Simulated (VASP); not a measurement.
## Ta: single point with PBE

The system is Ta.

```xyz
1
Lattice="-1.6649 1.6649 1.6649 1.6649 -1.6649 1.6649 1.6649 1.6649 -1.6649" Properties=species:S:1:pos:R:3 pbc="T T T"
Ta    0.0000    0.0000    0.0000
```

| Item | Value |
| --- | --- |
| Program | VASP 6.6.1 |
| Task | single point |
| Functional | PBE |
| Potentials or basis | VASP PAW PBE potentials, release 64 (Ta_pv) |
| Cutoff | 520 eV |
| k mesh | 12 × 12 × 12 |
| Occupations | fermi-dirac, width 0.1 eV |
| Spin | no spin polarisation |
| Dipole correction | no |
| Further INCAR settings | ALGO = Normal; EDIFF = 1e-06; NBANDS = 12 |

The pressure is -1.7 GPa.

Levels at points of the mesh, in eV from the Fermi level:
```csv
k point,band 4,band 5,band 6,band 7,band 8,band 9
"(0.00, 0.00, 0.00)",-7.82,0.73,0.73,0.73,3.92,3.92
"(0.50, 0.00, 0.00)",-4.27,-1.47,1.47,3.79,4.78,7.56
"(0.50, 0.50, 0.50)",-3.66,-3.66,6.64,6.64,6.64,8.43
```

Run time: 5.2 s on 1 thread of Intel(R) Xeon(R) 6975P-C (Granite Rapids), on a shared host, peak memory 0.14 GiB.

Caveat: spin-orbit coupling is left out, which moves the levels of the heavy elements.
